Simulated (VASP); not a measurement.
# TePb (Fm-3m) in VASP: single point with r2SCAN

Aim: the single point of TePb with r2SCAN.

Everything below comes from runs of VASP 6.6.1. Logs are shortened: lines on timing, memory, paths and dates and some standing lists are left out, and cuts for length are marked.

### Step 1. The cell of the first run

The structure is cubic, space group Fm-3m (No. 225). The conventional cell has a = 6.454 Å, b = 6.454 Å, c = 6.454 Å, α = 90.00°, β = 90.00°, γ = 90.00°. Within 4.2 Å of Pb (site symmetry m-3m) lie 6 Te at 3.23 Å. Te (site symmetry m-3m) has 6 Pb at 3.23 Å within 4.2 Å.

### Step 2. Single point, r2SCAN

POSCAR reads:

```
TePb
1.0
    0.0000000000      3.2270013417      3.2270013417
    3.2270013417      0.0000000000      3.2270013417
    3.2270013417      3.2270013417      0.0000000000
Pb Te
1 1
Direct
    0.5000000000      0.5000000000      0.5000000000
    0.0000000000      0.0000000000      0.0000000000
```

INCAR.step1 reads:

```
ALGO = Normal ; EDIFF = 1E-4
ENCUT = 520 ; GGA = PE
ISMEAR = 0 ; LASPH = T
LCHARG = F ; LREAL = F
LWAVE = T ; NBANDS = 17
NELM = 60 ; PREC = Accurate
SIGMA = 0.05
```

INCAR.step2 reads:

```
ALGO = Normal ; EDIFF = 1E-6
ENCUT = 520 ; ISIF = 2
ISMEAR = 0 ; ISTART = 1
LASPH = T ; LCHARG = T
LELF = T ; LMIXTAU = T
LREAL = F ; LVHAR = T
LWAVE = F ; METAGGA = R2SCAN
NBANDS = 17 ; NELM = 60
PREC = Accurate ; SIGMA = 0.05
```

KPOINTS reads:

```
k-points
0
Gamma
  10 10 10
```

Potentials or basis: VASP PAW PBE potentials, release 64 (Pb_d, Te).

Launch:

```sh
$ cat potpaw_PBE.64/Pb_d/POTCAR potpaw_PBE.64/Te/POTCAR > POTCAR
$ cp INCAR.step1 INCAR
$ mpirun -np 1 vasp_std > vasp.out
$ cp INCAR.step2 INCAR
$ mpirun -np 1 vasp_std > vasp.out
```

OUTCAR:

```text
EDIFF = 1E-6
   ENCUT = 520
   ISIF = 2
   ISMEAR = 0
   ISTART = 1
   LASPH = T
   LREAL = F
   METAGGA = R2SCAN
   NELM = 60
   PREC = Accurate

 ion  position               nearest neighbor table
   1  0.500  0.500  0.500-   2 3.23   2 3.23   2 3.23   2 3.23   2 3.23   2 3.23
   2  0.000  0.000  0.000-   1 3.23   1 3.23   1 3.23   1 3.23   1 3.23   1 3.23

  LATTYP: Found a face centered cubic cell.
 ALAT       =     6.4540026834

  Lattice vectors:

 A1 = (   0.0000000000,   3.2270013417,   3.2270013417)
 A2 = (   3.2270013417,   0.0000000000,   3.2270013417)
 A3 = (   3.2270013417,   3.2270013417,   0.0000000000)

Analysis of symmetry for initial positions (statically):
=====================================================================
 Subroutine PRICEL returns:
 Original cell was already a primitive cell.

 Routine SETGRP: Setting up the symmetry group for a
 face centered cubic supercell.

 Subroutine GETGRP returns: Found 48 space group operations
 (whereof 48 operations were pure point group operations)
 out of a pool of 48 trial point group operations.

The static configuration has the point symmetry O_h .

Analysis of symmetry for dynamics (positions and initial velocities):
=====================================================================
 Subroutine PRICEL returns:
 Original cell was already a primitive cell.

 Routine SETGRP: Setting up the symmetry group for a
 face centered cubic supercell.

 Subroutine GETGRP returns: Found 48 space group operations
 (whereof 48 operations were pure point group operations)
 out of a pool of 48 trial point group operations.

The dynamic configuration has the point symmetry O_h .

 Subroutine INISYM returns: Found 48 space group operations
 (whereof 48 operations are pure point group operations),
 and found     1 'primitive' translations

----------------------------------------------------------------------------------------

                                     Primitive cell

  volume of cell :      67.2090

  direct lattice vectors                    reciprocal lattice vectors
     0.000000000  3.227001342  3.227001342    -0.154942607  0.154942607  0.154942607
     3.227001342  0.000000000  3.227001342     0.154942607 -0.154942607  0.154942607
     3.227001342  3.227001342  0.000000000     0.154942607  0.154942607 -0.154942607

  length of vectors
     4.563669063  4.563669063  4.563669063     0.268368467  0.268368467  0.268368467

  position of ions in fractional coordinates (direct lattice)
     0.500000000  0.500000000  0.500000000
     0.000000000  0.000000000  0.000000000

  ion indices of the primitive-cell ions
   primitive index   ion index
                 1           1
                 2           2

----------------------------------------------------------------------------------------

 KPOINTS: k-points

Automatic generation of k-mesh.
 Grid dimensions read from file:
 generate k-points for:   10   10   10

 Generating k-lattice:

  Cartesian coordinates                     Fractional coordinates (reciprocal lattice)
    -0.015494261  0.015494261  0.015494261     0.100000000  0.000000000  0.000000000
     0.015494261 -0.015494261  0.015494261     0.000000000  0.100000000  0.000000000
     0.015494261  0.015494261 -0.015494261     0.000000000  0.000000000  0.100000000

  Length of vectors
     0.026836847  0.026836847  0.026836847

  Shift w.r.t. Gamma in fractional coordinates (k-lattice)
     0.000000000  0.000000000  0.000000000

 Subroutine IBZKPT returns following result:
 ===========================================

 Found     47 irreducible k-points:

 Following reciprocal coordinates:
            Coordinates               Weight
  0.000000  0.000000  0.000000      1.000000
  0.100000  0.000000  0.000000      8.000000
  0.200000  0.000000  0.000000      8.000000
  0.300000  0.000000  0.000000      8.000000
  0.400000  0.000000  0.000000      8.000000
  0.500000  0.000000  0.000000      4.000000
[... 16 lines left out ...]
  0.300000  0.300000  0.000000      6.000000
  0.400000  0.300000  0.000000     24.000000
 [... further k-points ...]
   k-points           NKPTS =     47   k-points in BZ     NKDIM =     47   number of bands    NBANDS=     17
   number of dos      NEDOS =    301   number of ions     NIONS =      2
   total plane-waves  NPLWV =  46656
   dimension x,y,z NGX =    36 NGY =   36 NGZ =   36
   dimension x,y,z NGXF=    72 NGYF=   72 NGZF=   72
   ions per type =               1   1
   NGX,Y,Z   is equivalent  to a cutoff of  13.11, 13.11, 13.11 a.u.
   NGXF,Y,Z  is equivalent  to a cutoff of  26.23, 26.23, 26.23 a.u.
 SYSTEM =  unknown system
   PREC   = accura    normal or accurate (medium, high low for compatibility)
   ISTART =      1    job   : 0-new  1-cont  2-samecut
   ICHARG =      0    charge: 1-file 2-atom 10-const
   ISPIN  =      1    spin polarized calculation?
   LNONCOLLINEAR =      F non collinear calculations
   LSORBIT =      F    spin-orbit coupling
   LASPH  =      T    aspherical Exc in radial PAW
   ENCUT  =  520.0 eV  38.22 Ry    6.18 a.u.   8.49  8.49  8.49*2*pi/ulx,y,z
   NELM   =     60;   NELMIN=  2; NELMDL=  0     # of ELM steps
   EDIFF  = 0.1E-05   stopping-criterion for ELM
   LREAL  =      F    real-space projection
   EDIFFG = 0.1E-04   stopping-criterion for IOM
   NSW    =      0    number of steps for IOM
   IBRION =     -1    ionic relax: 0-MD 1-quasi-New 2-CG
   NFREE  =      0    steps in history (QN), initial steepest desc. (CG)
   ISIF   =      2    stress and relaxation
   ISYM   =      2    0-nonsym 1-usesym 2-fastsym
   POTIM  = 0.5000    time-step for ionic-motion
   TEBEG  =    0.0;   TEEND  =   0.0 temperature during run
   PSTRESS=    0.0 pullay stress
   NELECT =      20.0000    total number of electrons
   NUPDOWN=      -1.0000    fix difference up-down
   EMIN   =  10.00;   EMAX   =-10.00  energy-range for DOS
   EFERMI =   0.00;   METHOD = LEGACY
   ISMEAR =     0;   SIGMA  =   0.05  broadening in eV -4-tet -1-fermi 0-gaus
   EFERMI_NEDOS =   21; number of points for ismear=-14 and -15
   IALGO  =     38    algorithm
   IMIX   =      4    mixing-type and parameters
     AMIX     =   0.40;   BMIX     =  1.00
     AMIX_MAG =   1.60;   BMIX_MAG =  1.00
  volume/ion in A,a.u.               =      33.60       226.77
  Fermi-wavevector in a.u.,A,eV,Ry     =   1.092972  2.065418 16.253352  1.194588
  Thomas-Fermi vector in A             =   2.229248
   LORBIT       =      0    0 simple, 1 ext, 2 COOP (PROOUT), +10 PAW based schemes
   METAGGA = R2SCAN    functional components
   LHFCALC =     F    Hartree Fock is set to
   AEXX    =    0.0000 exact exchange contribution
   IVDW    =     0    specifies the selected vdW correction
   LEPSILON=     F    determine dielectric tensor
   LRPA    =     F    only Hartree local field effects (RPA)
 non-spin polarized calculation
 Gauss-broadening in eV      SIGMA  =   0.05
  energy-cutoff  :      520.00
  volume of cell :       67.21
 maximum number of plane-waves:      1837
 NGX is ok and might be reduce to    36
   NGX = 17   NGY = 17   NGZ = 17

 number of electron      20.0000002 magnetization

 Free energy of the ion-electron system (eV)
  ---------------------------------------------------
  ext. energy  EPLUGINS =         0.00000000
  ---------------------------------------------------
  free energy    TOTEN  =       -82.69271316 eV

  energy without entropy =      -82.69271316  energy(sigma->0) =      -82.69271316

 E-fermi :   5.7852     XC(G=0):  -9.8342

 val. band max:        5.5697950700   @ k =   0.5000   0.0000   0.0000
 cond. band min:       6.5819883668   @ k =   0.5000   0.0000   0.0000
 fundamental gap:      1.0121932968
 Fermi energy:         5.7851913579

 k-point     1 :       0.0000    0.0000    0.0000
  band No.  band energies     occupation
      1     -11.8182      2.00000
      2     -11.8182      2.00000
      3     -11.8058      2.00000
      4     -11.8058      2.00000
      5     -11.8058      2.00000
      6      -6.9893      2.00000
[... 9 lines left out ...]
     16      11.7331      0.00000
     17      13.3745      0.00000

 k-point     2 :       0.1000    0.0000    0.0000
  band No.  band energies     occupation
      1     -11.8195      2.00000
      2     -11.8195      2.00000
      3     -11.8055      2.00000
      4     -11.8044      2.00000
      5     -11.8044      2.00000
      6      -6.8985      2.00000
[... 9 lines left out ...]
     16      11.9316      0.00000
     17      14.1473      0.00000

 k-point     3 :       0.2000    0.0000    0.0000
  band No.  band energies     occupation
      1     -11.8235      2.00000
      2     -11.8235      2.00000
      3     -11.8048      2.00000
      4     -11.8002      2.00000
      5     -11.8002      2.00000
      6      -6.6322      2.00000
[... 9 lines left out ...]
     16      12.4758      0.00000
     17      15.6671      0.00000

 k-point     4 :       0.3000    0.0000    0.0000
  band No.  band energies     occupation
      1     -11.8289      2.00000
      2     -11.8289      2.00000
      3     -11.8041      2.00000
      4     -11.7946      2.00000
      5     -11.7946      2.00000
      6      -6.2165      2.00000
[... 9 lines left out ...]
     16      13.3251      0.00000
     17      17.1211      0.00000
[... 343 lines left out ...]
      1     -11.8309      2.00000
      2     -11.8308      2.00000
      3     -11.8024      2.00000
      4     -11.7961      2.00000
      5     -11.7932      2.00000
      6      -6.0808      2.00000
[... 9 lines left out ...]
     16      14.7535      0.00000
     17      15.2236      0.00000

 k-point    23 :       0.3000    0.3000    0.0000
  band No.  band energies     occupation
      1     -11.8593      2.00000
      2     -11.8122      2.00000
      3     -11.8106      2.00000
      4     -11.7888      2.00000
      5     -11.7888      2.00000
      6      -5.9838      2.00000
[... 9 lines left out ...]
     16      14.9289      0.00000
     17      15.3588      0.00000

 k-point    24 :       0.4000    0.3000    0.0000
  band No.  band energies     occupation
      1     -11.8683      2.00000
      2     -11.8121      2.00000
      3     -11.8114      2.00000
      4     -11.7859      2.00000
      5     -11.7848      2.00000
      6      -5.6529      2.00000
[... 9 lines left out ...]
     16      15.7157      0.00000
     17      16.2274      0.00000

 [... further k-points ...]

------------------------ aborting loop because EDIFF is reached ----------------------------------------

  FORCE on cell =-STRESS in cart. coord.  units (eV):
  Direction    XX          YY          ZZ          XY          YZ          ZX
  --------------------------------------------------------------------------------------
  -------------------------------------------------------------------------------------
  Total        0.7127507      0.7127507      0.7127507     -0.0000000      0.0000000      0.0000000
  in kB       16.9910728     16.9910728     16.9910728     -0.0000000      0.0000000      0.0000000
  external PRESSURE =      16.9910728 kB  Pullay stress =       0.0000000 kB

 VOLUME and BASIS-vectors are now :
 -----------------------------------------------------------------------------
  energy-cutoff  :      520.00
  volume of cell :       67.21
      direct lattice vectors                 reciprocal lattice vectors
     0.000000000  3.227001342  3.227001342    -0.154942607  0.154942607  0.154942607
     3.227001342  0.000000000  3.227001342     0.154942607 -0.154942607  0.154942607
     3.227001342  3.227001342  0.000000000     0.154942607  0.154942607 -0.154942607

 POSITION                                       TOTAL-FORCE (eV/Angst)
 -----------------------------------------------------------------------------------
      3.22700      3.22700      3.22700        -0.000000     -0.000000     -0.000000
      0.00000      0.00000      0.00000         0.000000      0.000000      0.000000
 -----------------------------------------------------------------------------------
    total drift:                                0.000000      0.000000      0.000000

  FREE ENERGIE OF THE ION-ELECTRON SYSTEM (eV)
  ---------------------------------------------------
  free  energy   TOTEN  =       -82.6927131560 eV

  energy  without entropy=      -82.6927131560  energy(sigma->0) =      -82.69271316
```

It took 3.2 min on 1 thread of Intel Xeon 8259CL, shared host; peak memory 0.25 GiB.

What came out:

```
Free energy            : -82.6927 eV
Pressure               : 1.7 GPa
Band gap on the k mesh : 1.01 eV
```

Levels at points of the mesh, in eV from the valence-band top:
```csv
k point,band 7,band 8,band 9,band 10,band 11,band 12,band 13,band 14
"(0.00, 0.00, 0.00)",-5.63,-1.52,-1.52,-1.52,4.35,4.35,4.35,6.16
"(0.50, 0.00, 0.00)",-8.93,-1.04,-1.04,0.00,1.01,1.40,1.40,8.95
"(0.50, 0.50, 0.00)",-7.51,-4.73,-3.00,-3.00,3.56,5.84,5.84,7.19
```

Caveat: the PAW data sets were made with another functional, which shifts forces and pressure a little; spin-orbit coupling is left out, which moves the levels of the heavy elements. A k mesh can miss the band edges.
